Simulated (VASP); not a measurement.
# BN (I-4m2) in VASP: a series of runs

Runs on BN. Level: PBE. Tasks: single point.

All numbers are computed with VASP 6.6.1; they aren't measurements. Logs are shortened: lines on timing, memory, paths and dates and some standing lists are left out, and cuts for length are marked.

### 1 The cell of the first run

Symmetry: I-4m2, No. 119, tetragonal system. The conventional cell has a = 2.602 Å, b = 2.602 Å, c = 3.626 Å, α = 90.00°, β = 90.00°, γ = 90.00°. Within 2.1 Å of B (site symmetry -4m2) lie 4 N at 1.59 Å. Within 2.1 Å of N (site symmetry -4m2) lie 4 B at 1.59 Å.

### 2 Single point, PBE (strain +0.015 along x and y, +0.000 along z)

Input file INCAR:

```
SYSTEM = BN
PREC = Accurate ; ENCUT = 520
EDIFF = 1E-6 ; ISMEAR = 0
SIGMA = 0.05 ; LREAL = .FALSE.
LASPH = .TRUE. ; NELM = 80
ALGO = Normal ; ISIF = 2
LWAVE = .FALSE. ; LCHARG = .FALSE.
GGA = PE ; NBANDS = 11
```

Input file KPOINTS:

```
Automatic mesh
0
G
  12 12 12
  0 0 0
```

Input file POSCAR:

```
BN
1.0
    0.0000000000      1.8401960150      1.8130010000
    1.8401960150      0.0000000000      1.8130010000
    1.8401960150      1.8401960150      0.0000000000
B N
1 1
Direct
    0.0000000000      0.0000000000      0.0000000000
    0.7500000000      0.7500000000      0.7500000000
```

Potentials or basis: VASP PAW PBE potentials, release 64 (B, N).

Started as:

```console
$ cat potpaw_PBE.64/B/POTCAR potpaw_PBE.64/N/POTCAR > POTCAR
$ mpirun -np 1 vasp_std > vasp.out
```

OUTCAR:

```text
SYSTEM = BN
   PREC = Accurate
   ENCUT = 520
   EDIFF = 1E-6
   ISMEAR = 0
   LREAL = .FALSE.
   LASPH = .TRUE.
   NELM = 80
   ISIF = 2
   GGA = PE

 ion  position               nearest neighbor table
   1  0.000  0.000  0.000-   2 1.59   2 1.59   2 1.59   2 1.59
   2  0.750  0.750  0.750-   1 1.59   1 1.59   1 1.59   1 1.59

  LATTYP: Found a body centered tetragonal cell.
 ALAT       =     2.6024301618
 C/A-ratio  =     1.3933138546

  Lattice vectors:

 A1 = (   0.0000000000,  -1.8401960150,  -1.8130010000)
 A2 = (   0.0000000000,   1.8401960150,  -1.8130010000)
 A3 = (   1.8401960150,   0.0000000000,   1.8130010000)

Analysis of symmetry for initial positions (statically):
=====================================================================
 Subroutine PRICEL returns:
 Original cell was already a primitive cell.

 Routine SETGRP: Setting up the symmetry group for a
 body centered tetragonal supercell.

 Subroutine GETGRP returns: Found  8 space group operations
 (whereof  8 operations were pure point group operations)
 out of a pool of 16 trial point group operations.

The static configuration has the point symmetry D_2d.

Analysis of symmetry for dynamics (positions and initial velocities):
=====================================================================
 Subroutine PRICEL returns:
 Original cell was already a primitive cell.

 Routine SETGRP: Setting up the symmetry group for a
 body centered tetragonal supercell.

 Subroutine GETGRP returns: Found  8 space group operations
 (whereof  8 operations were pure point group operations)
 out of a pool of 16 trial point group operations.

The dynamic configuration has the point symmetry D_2d.

 Subroutine INISYM returns: Found  8 space group operations
 (whereof  8 operations are pure point group operations),
 and found     1 'primitive' translations

----------------------------------------------------------------------------------------

                                     Primitive cell

  volume of cell :      12.2788

  direct lattice vectors                    reciprocal lattice vectors
     0.000000000  1.840196015  1.813001000    -0.271710185  0.271710185  0.275785838
     1.840196015  0.000000000  1.813001000     0.271710185 -0.271710185  0.275785838
     1.840196015  1.840196015  0.000000000     0.271710185  0.271710185 -0.275785838

  length of vectors
     2.583271956  2.583271956  2.602430162     0.472980632  0.472980632  0.472980632

  position of ions in fractional coordinates (direct lattice)
     0.000000000  0.000000000  0.000000000
     0.750000000  0.750000000  0.750000000

  ion indices of the primitive-cell ions
   primitive index   ion index
                 1           1
                 2           2

----------------------------------------------------------------------------------------

 KPOINTS: Automatic mesh

Automatic generation of k-mesh.
 Grid dimensions read from file:
 generate k-points for:   12   12   12

 Generating k-lattice:

  Cartesian coordinates                     Fractional coordinates (reciprocal lattice)
    -0.022642515  0.022642515  0.022982153     0.083333333  0.000000000  0.000000000
     0.022642515 -0.022642515  0.022982153     0.000000000  0.083333333  0.000000000
     0.022642515  0.022642515 -0.022982153     0.000000000  0.000000000  0.083333333

  Length of vectors
     0.039415053  0.039415053  0.039415053

  Shift w.r.t. Gamma in fractional coordinates (k-lattice)
     0.000000000  0.000000000  0.000000000

 Subroutine IBZKPT returns following result:
 ===========================================

 Found    163 irreducible k-points:

 Following reciprocal coordinates:
            Coordinates               Weight
  0.000000  0.000000  0.000000      1.000000
  0.083333 -0.000000  0.000000      8.000000
  0.166667 -0.000000  0.000000      8.000000
  0.250000 -0.000000  0.000000      8.000000
  0.333333 -0.000000  0.000000      8.000000
  0.416667 -0.000000  0.000000      8.000000
[... 16 lines left out ...]
  0.500000  0.166667  0.000000      8.000000
 -0.416667  0.166667  0.000000      8.000000
 [... further k-points ...]
   k-points           NKPTS =    163   k-points in BZ     NKDIM =    163   number of bands    NBANDS=     11
   number of dos      NEDOS =    301   number of ions     NIONS =      2
   total plane-waves  NPLWV =   8000
   dimension x,y,z NGX =    20 NGY =   20 NGZ =   20
   dimension x,y,z NGXF=    40 NGYF=   40 NGZF=   40
   ions per type =               1   1
   NGX,Y,Z   is equivalent  to a cutoff of  12.87, 12.87, 12.78 a.u.
   NGXF,Y,Z  is equivalent  to a cutoff of  25.74, 25.74, 25.55 a.u.
 SYSTEM =  BN
   PREC   = accura    normal or accurate (medium, high low for compatibility)
   ISTART =      0    job   : 0-new  1-cont  2-samecut
   ICHARG =      2    charge: 1-file 2-atom 10-const
   ISPIN  =      1    spin polarized calculation?
   LNONCOLLINEAR =      F non collinear calculations
   LSORBIT =      F    spin-orbit coupling
   LASPH  =      T    aspherical Exc in radial PAW
   ENCUT  =  520.0 eV  38.22 Ry    6.18 a.u.   4.80  4.80  4.84*2*pi/ulx,y,z
   NELM   =     80;   NELMIN=  2; NELMDL= -5     # of ELM steps
   EDIFF  = 0.1E-05   stopping-criterion for ELM
   LREAL  =      F    real-space projection
   EDIFFG = 0.1E-04   stopping-criterion for IOM
   NSW    =      0    number of steps for IOM
   IBRION =     -1    ionic relax: 0-MD 1-quasi-New 2-CG
   NFREE  =      0    steps in history (QN), initial steepest desc. (CG)
   ISIF   =      2    stress and relaxation
   ISYM   =      2    0-nonsym 1-usesym 2-fastsym
   POTIM  = 0.5000    time-step for ionic-motion
   TEBEG  =    0.0;   TEEND  =   0.0 temperature during run
   PSTRESS=    0.0 pullay stress
   NELECT =       8.0000    total number of electrons
   NUPDOWN=      -1.0000    fix difference up-down
   EMIN   =  10.00;   EMAX   =-10.00  energy-range for DOS
   EFERMI =   0.00;   METHOD = LEGACY
   ISMEAR =     0;   SIGMA  =   0.05  broadening in eV -4-tet -1-fermi 0-gaus
   EFERMI_NEDOS =   21; number of points for ismear=-14 and -15
   IALGO  =     38    algorithm
   IMIX   =      4    mixing-type and parameters
     AMIX     =   0.40;   BMIX     =  1.00
     AMIX_MAG =   1.60;   BMIX_MAG =  1.00
  volume/ion in A,a.u.               =       6.14        41.43
  Fermi-wavevector in a.u.,A,eV,Ry     =   1.419230  2.681956 27.405039  2.014214
  Thomas-Fermi vector in A             =   2.540272
   LORBIT       =      0    0 simple, 1 ext, 2 COOP (PROOUT), +10 PAW based schemes
   GGA     = PE    functional components
   LHFCALC =     F    Hartree Fock is set to
   AEXX    =    0.0000 exact exchange contribution
   IVDW    =     0    specifies the selected vdW correction
   LEPSILON=     F    determine dielectric tensor
   LRPA    =     F    only Hartree local field effects (RPA)
 non-spin polarized calculation
 Gauss-broadening in eV      SIGMA  =   0.05
  energy-cutoff  :      520.00
  volume of cell :       12.28
 maximum number of plane-waves:       343
   NGX =  9   NGY =  9   NGZ =  9

 number of electron       8.0000001 magnetization

 Free energy of the ion-electron system (eV)
  ---------------------------------------------------
  ext. energy  EPLUGINS =         0.00000000
  ---------------------------------------------------
  free energy    TOTEN  =       -17.43583715 eV

  energy without entropy =      -17.43583715  energy(sigma->0) =      -17.43583715

 E-fermi :   7.3694     XC(G=0): -12.6313

 val. band max:        7.0250809083   @ k =   0.0000   0.0000   0.0000
 cond. band min:      11.1870303823   @ k =   0.5000   0.5000   0.0000
 fundamental gap:      4.1619494739
 Fermi energy:         7.3694382388

 k-point     1 :       0.0000    0.0000    0.0000
  band No.  band energies     occupation
      1     -12.8632      2.00000
      2       6.8853      2.00000
      3       6.8853      2.00000
      4       7.0251      2.00000
      5      15.4989      0.00000
      6      15.6035      0.00000
      7      15.6035      0.00000
      8      16.6541      0.00000
      9      30.9623      0.00000
     10      33.8601      0.00000
     11      34.5672      0.00000

 k-point     2 :       0.0833   -0.0000    0.0000
  band No.  band energies     occupation
      1     -12.6995      2.00000
      2       6.0377      2.00000
      3       6.7068      2.00000
      4       6.8154      2.00000
      5      15.6718      0.00000
      6      15.8394      0.00000
      7      15.8632      0.00000
      8      17.2586      0.00000
      9      30.8341      0.00000
     10      31.8226      0.00000
     11      32.3094      0.00000

 k-point     3 :       0.1667   -0.0000    0.0000
  band No.  band energies     occupation
      1     -12.2147      2.00000
      2       3.9985      2.00000
      3       6.2716      2.00000
      4       6.4032      2.00000
      5      15.9107      0.00000
      6      16.4452      0.00000
      7      16.4620      0.00000
      8      18.6313      0.00000
      9      30.3576      0.00000
     10      30.3783      0.00000
     11      30.8124      0.00000

 k-point     4 :       0.2500   -0.0000    0.0000
  band No.  band energies     occupation
      1     -11.4336      2.00000
      2       1.6050      2.00000
      3       5.7669      2.00000
      4       5.9298      2.00000
      5      16.1418      0.00000
      6      17.0250      0.00000
      7      17.0679      0.00000
      8      19.9971      0.00000
      9      29.8307      0.00000
     10      30.0522      0.00000
     11      30.3501      0.00000
[... 239 lines left out ...]
 k-point    22 :       0.4167    0.1667    0.0000
  band No.  band energies     occupation
      1      -9.5252      2.00000
      2      -1.0365      2.00000
      3       3.9858      2.00000
      4       4.0023      2.00000
      5      15.1027      0.00000
      6      18.9999      0.00000
      7      19.4422      0.00000
      8      20.1872      0.00000
      9      26.9421      0.00000
     10      32.5515      0.00000
     11      34.7344      0.00000

 k-point    23 :       0.5000    0.1667    0.0000
  band No.  band energies     occupation
      1      -8.6232      2.00000
      2      -2.5039      2.00000
      3       3.4497      2.00000
      4       4.0461      2.00000
      5      15.4421      0.00000
      6      18.9317      0.00000
      7      19.2114      0.00000
      8      21.4524      0.00000
      9      27.2298      0.00000
     10      32.6610      0.00000
     11      33.9597      0.00000

 k-point    24 :      -0.4167    0.1667    0.0000
  band No.  band energies     occupation
      1      -8.4803      2.00000
      2      -2.7178      2.00000
      3       3.0608      2.00000
      4       4.3444      2.00000
      5      15.8634      0.00000
      6      18.7826      0.00000
      7      18.8427      0.00000
      8      22.1333      0.00000
      9      27.4057      0.00000
     10      31.7858      0.00000
     11      32.8551      0.00000

 [... further k-points ...]
[... 5 lines left out ...]
  --------------------------------------------------------------------------------------
  -------------------------------------------------------------------------------------
  Total       -1.0394411     -1.0394411     -0.3765744      0.0000000      0.0000000      0.0000000
  in kB     -135.6295363   -135.6295363    -49.1366059      0.0000000      0.0000000      0.0000000
  external PRESSURE =    -106.7985595 kB  Pullay stress =       0.0000000 kB

 VOLUME and BASIS-vectors are now :
 -----------------------------------------------------------------------------
  energy-cutoff  :      520.00
  volume of cell :       12.28
      direct lattice vectors                 reciprocal lattice vectors
     0.000000000  1.840196015  1.813001000    -0.271710185  0.271710185  0.275785838
     1.840196015  0.000000000  1.813001000     0.271710185 -0.271710185  0.275785838
     1.840196015  1.840196015  0.000000000     0.271710185  0.271710185 -0.275785838

 POSITION                                       TOTAL-FORCE (eV/Angst)
 -----------------------------------------------------------------------------------
      0.00000      0.00000      0.00000         0.000000      0.000000     -0.000000
      2.76029      2.76029      2.71950        -0.000000     -0.000000      0.000000
 -----------------------------------------------------------------------------------
    total drift:                               -0.000000     -0.000000      0.000000

  FREE ENERGIE OF THE ION-ELECTRON SYSTEM (eV)
  ---------------------------------------------------
  free  energy   TOTEN  =       -17.4358371452 eV

  energy  without entropy=      -17.4358371452  energy(sigma->0) =      -17.43583715
```

Run time: 10 s. Hardware: 1 thread of Intel Xeon 6975P-C (Granite Rapids), shared host; peak memory 0.13 GiB.

What came out:

```
Free energy            : -17.4358 eV
Pressure               : -10.7 GPa
Band gap on the k mesh : 4.16 eV, indirect (least direct gap 8.47 eV)
```

Stress tensor (GPa, compression positive):
```
-13.56   0.00   0.00
  0.00 -13.56   0.00
  0.00   0.00  -4.91
```

Caveat: the cell differs from its parent crystal (strain +0.015 along x and y, +0.000 along z). A k mesh can miss the band edges.

(Part 1 of 2 ends here.)
